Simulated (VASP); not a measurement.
Wanted: the native input for a VASP 6.6.1 run.

* Task: single point
* Functional: LDA
* Potentials or basis: VASP PAW LDA potentials, release 64 (Y_sv, Tl_d)
* Cutoff: 520 eV
* k mesh: 11 × 11 × 11
* Occupations: fermi-dirac, width 0.08 eV
* Spin: no spin polarisation
* Dipole correction: no
* Further INCAR settings: ALGO = Normal; EDIFF = 1e-06; NBANDS = 19

The structure of YTl lies in POSCAR:

```
YTl
1.0
    3.7510000000      0.0187550000      0.0187550000
    0.0187550000      3.7510000000      0.0187550000
    0.0187550000      0.0187550000      3.7510000000
Y Tl
1 1
Direct
    0.5000000000      0.5000000000      0.5000000000
    0.0000000000      0.0000000000      0.0000000000
```

This cell differs from its parent crystal: equal xy, yz and zx shear strains of +1 %.

One way to write it, as run:

INCAR

```
PREC = Accurate
ENCUT = 520
EDIFF = 1E-6
ISMEAR = -1
SIGMA = 0.08
LREAL = F
LASPH = T
NELM = 60
ALGO = Normal
ISIF = 2
LWAVE = F
LCHARG = T
LELF = T
LVHAR = T
NBANDS = 19
```

KPOINTS

```
Automatic mesh
0
Gamma
  11 11 11
```

Potentials or basis: VASP PAW LDA potentials, release 64 (Y_sv, Tl_d).

Run with:

```bash
$ cat potpaw_LDA.64/Y_sv/POTCAR potpaw_LDA.64/Tl_d/POTCAR > POTCAR
$ mpirun -np 1 vasp_std > vasp.out
```

It gave:

The pressure is -2.9 GPa and the band gap on the k mesh is zero (bands 12 and 13 overlap by 2.26 eV).

Caveat: the cell differs from its parent crystal (equal xy, yz and zx shear strains of +1 %); spin-orbit coupling is left out, which moves the levels of the heavy elements.

It took 52 s on 1 thread of Intel(R) Xeon(R) 6975P-C (Granite Rapids) (shared host), peak memory 0.27 GiB.
